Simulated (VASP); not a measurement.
Runs of VASP 6.6.1 on SnO. The structure is that of space group P4/nmm (No. 129), or close to it. The cells are those of the table. 

```tsv
cell	gap on the mesh (eV)	pressure (GPa)	largest force (eV/Å)
a = 3.569, b = 3.569, c = 4.979 Å, 4 atoms	none	(a)	0.03
a = 3.497, b = 3.497, c = 5.185 Å, 4 atoms	none	8.0	0.63
a = 3.834, b = 3.834, c = 5.034 Å, 4 atoms	none	(b)	1.66
a = 3.637, b = 3.637, c = 5.392 Å, 4 atoms	none	(d)	2.36
a = 3.948, b = 3.948, c = 4.068 Å, 4 atoms	(c)	1.5	0.89
```

Alike in all rows: task single point; level LDA; potentials or basis VASP PAW LDA potentials, release 64 (Sn_d, O); no spin polarisation; k mesh 12 × 12 × 10; cutoff (eV) 520; smearing gaussian 0.15 eV.

**Question.** Estimate the missing entries.

**Answer.** (a) 7.1; (b) -8.7; (c) 0.55; (d) -5.0.

Caveats: spin-orbit coupling is left out, which moves the levels of the heavy elements; forces of over 1 eV/Å act on the atoms, so gaps and moduli don't describe the material at rest (some runs).

A k mesh can miss the band edges, and the runs leave out spin-orbit coupling on Sn.

A gap of «none» marks levels without a gap at the run's occupations.
